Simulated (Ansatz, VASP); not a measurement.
# Two plane-wave programs on ZnSe5

File INCAR:

```
SYSTEM = ZnSe5
PREC = Accurate
ENCUT = 600
EDIFF = 1E-7
ISMEAR = 0
SIGMA = 0.1
LREAL = .False.
LASPH = .True.
NELM = 80
ALGO = Normal
ISIF = 3
LWAVE = .False.
LCHARG = .False.
GGA = PE
IBRION = 2
NSW = 100
EDIFFG = -0.01
```

File KPOINTS:

```
regular mesh
0
Gamma
  6 6 10
  0 0 0
```

Contents of POSCAR:

```
ZnSe5
1.0
    7.2567133095      0.0000000000      0.0000000000
   -3.6283566548      6.2844980740      0.0000000000
    0.0000000000      0.0000000000      3.5100401477
Zn Se
1 5
Direct
    0.0000000000      0.0000000000      0.0000000000
    0.5000000000      0.0000000000      0.5000000000
    0.5000000000      0.5000000000      0.5000000000
    0.0000000000      0.5000000000      0.5000000000
    0.3333333333      0.6666666667      0.0000000000
    0.6666666667      0.3333333333      0.0000000000
```

Input for Ansatz:

```yaml
crystal:
  lattice:
    - [7.2567133095, 0.0, 0.0]
    - [-3.6283566548, 6.284498074, 0.0]
    - [0.0, 0.0, 3.5100401477]
  atoms:
    - { symbol: Zn, position: [0.0, 0.0, 0.0] }
    - { symbol: Se, position: [0.5, 0.0, 0.5] }
    - { symbol: Se, position: [0.5, 0.5, 0.5] }
    - { symbol: Se, position: [0.0, 0.5, 0.5] }
    - { symbol: Se, position: [0.3333333333, 0.6666666667, 0.0] }
    - { symbol: Se, position: [0.6666666667, 0.3333333333, 0.0] }
basis:
  ecutwfc: 420
kpoints:
  mp_grid: { grid: [6, 6, 10] }
hamiltonian:
  xc: pbe
scf:
  occupations: { method: gaussian, width: 0.1 }
output:
  forces: true
  stress: true
  eigenvalues: true
relax:
  adjacent_minimum: "off"
  f_tol: 0.01
  max_steps: 80
  cell: { stress_tol: 0.05 }
```

Change from the starting cell: species swapped into the SmZn5 type (P6/mmm, No. 191).

Alike in both runs: task relaxation of cell and atoms; functional PBE; k mesh 6 × 6 × 10; occupations gaussian, width 0.1 eV; no spin polarisation.

|  | VASP | Ansatz |
| --- | --- | --- |
| version | VASP 6.6.1 | Ansatz 0.2.0 |
| potentials or method | VASP PAW PBE potentials, release 64 (Zn, Se), cutoff 600 eV | scalar-relativistic, plane waves, PAW |
| valence electrons in the cell | 42 | 92 |

|  | VASP | Ansatz | Ansatz less VASP |
| --- | --- | --- | --- |
| gap on the k mesh at the Fermi level, each at its own relaxed structure (eV) | none | none | - |
| relaxed volume (Å³/atom) | 26.74 | 26.76 | +0.020 |
| relaxed cell length with the largest relative difference (Å) | 7.230 | 7.234 | +0.0034 |

A gap of «none» marks a metal or a gap that the smearing closes. VASP's potentials hold 42 valence electrons a cell and Ansatz's 92, so a difference there can come from the potentials and not from the codes.
